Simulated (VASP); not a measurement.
Input of a VASP 6.6.1 run:

INCAR

```
PREC = Accurate
ENCUT = 520
EDIFF = 1E-7
ISMEAR = 1
SIGMA = 0.1
LREAL = False
LASPH = True
NELM = 80
ALGO = Normal
ISIF = 2
LWAVE = False
LCHARG = True
GGA = PS
LELF = True
LVHAR = True
NBANDS = 20
```

File KPOINTS:

```
Automatic mesh
0
Gamma
  10 10 5
```

The input POSCAR:

```
MoS2
1.0
    3.2803836677      0.0000000000      0.0000000000
   -1.6401913257      2.8408948995      0.0000000000
    0.0000000000      0.0000000000      6.4159745597
Mo S
1 2
Direct
    0.0000000000      0.0000000000      0.5000000000
    0.3333333333      0.6666666667      0.2553190000
    0.6666666667      0.3333333333      0.7446810000
```

Potentials or basis: VASP PAW PBE potentials, release 64 (Mo_sv, S).

The run is started by

```console
$ cat potpaw_PBE.64/Mo_sv/POTCAR potpaw_PBE.64/S/POTCAR > POTCAR
$ mpirun -np 1 vasp_std > vasp.out
```

Problem. What does it give for the largest force?

Solution. 0.699 eV/Å.

Problem. Predict the band gap on the k mesh.

Solution. Zero (bands 13 and 14 overlap by 0.77 eV).

Problem. Estimate the pressure.

Solution. -8.9 GPa.

Forces on the atoms (eV/Å):
```
Mo   0.000  0.000  0.000
S    0.000  0.000  0.699
S    0.000  0.000 -0.699
```

Caveat: the cell stands under tension; the PAW data sets were made with another functional, which shifts forces and pressure a little; this functional lacks dispersion, which binds the layers, so the pressure and a relaxed spacing across them are unreliable.
